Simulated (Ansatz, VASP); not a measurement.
**ZnS in VASP and in Ansatz**

```xyz
2
Lattice="0.0132 2.6551 2.6551 2.6551 0.0132 2.6551 2.6551 2.6551 0.0132" Properties=species:S:1:pos:R:3 pbc="T T T"
Zn    3.9950    3.9950    3.9950
S    -0.0025   -0.0025   -0.0025
```

Change from the starting cell: equal xy, yz and zx engineering shears of +0.5 %.

Alike in both runs: functional LDA; k mesh 8 × 8 × 8; no spin polarisation.

Ansatz relaxed the structure, and its values are those at the end. VASP's run is a single point on that final structure, the one shown.

|  | VASP | Ansatz |
| --- | --- | --- |
| version | VASP 6.6.1 | Ansatz 0.2.0 |
| potentials or method | VASP PAW LDA potentials, release 64 (Zn, S), cutoff 520 eV | all-electron LAPW, scalar-relativistic |
| occupations | gaussian, width 0.01 eV | fixed |

```tsv
	VASP	Ansatz	Ansatz less VASP
gap on the k mesh at the Fermi level (eV)	2.14	2.11	-0.033
pressure (GPa)	0.3	0.0	-0.25
```

LDA's correlation is that of Perdew and Zunger in VASP and of Perdew and Wang (1992) in Ansatz. Ansatz ran all-electron here, and VASP with PAW potentials.
